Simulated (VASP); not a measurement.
AgCl, 2 atoms in the cell. The structure is cubic, space group Fm-3m (No. 225). Conventional cell: a = 4.909 Å, b = 4.909 Å, c = 4.909 Å, α = 90.00°, β = 90.00°, γ = 90.00°. Within 3.2 Å of Ag (site symmetry m-3m) lie 6 Cl at 2.45 Å. Cl (site symmetry m-3m) has 6 Ag at 2.45 Å within 3.2 Å. 

- Program: VASP 6.6.1
- Task: vibrations by perturbation theory
- Functional: PBEsol
- Potentials or basis: VASP PAW PBE potentials, release 64 (Ag, Cl)
- Cutoff: 520 eV
- k mesh: 10 × 10 × 10
- Occupations: gaussian, width 0.01 eV
- Spin: no spin polarisation
- Dipole correction: no
- Further INCAR settings: ALGO = Normal; EDIFF = 1e-08; IBRION = 8; NSW = 1

Potentials or basis: VASP PAW PBE potentials, release 64 (Ag, Cl).

Launch:

```bash
$ cat potpaw_PBE.64/Ag/POTCAR potpaw_PBE.64/Cl/POTCAR > POTCAR
$ mpirun -np 1 vasp_std > vasp.out
```

Hardware: 1 thread of Intel(R) Xeon(R) Platinum 8488C (Sapphire Rapids), with other jobs on the host.

Task: Estimate the wall time of this run.

Result: It took 4.4 min on 1 thread of Intel(R) Xeon(R) Platinum 8488C (Sapphire Rapids), with other jobs on the host, peak memory 0.26 GiB. Counts: scf iterations 125, k points 47.
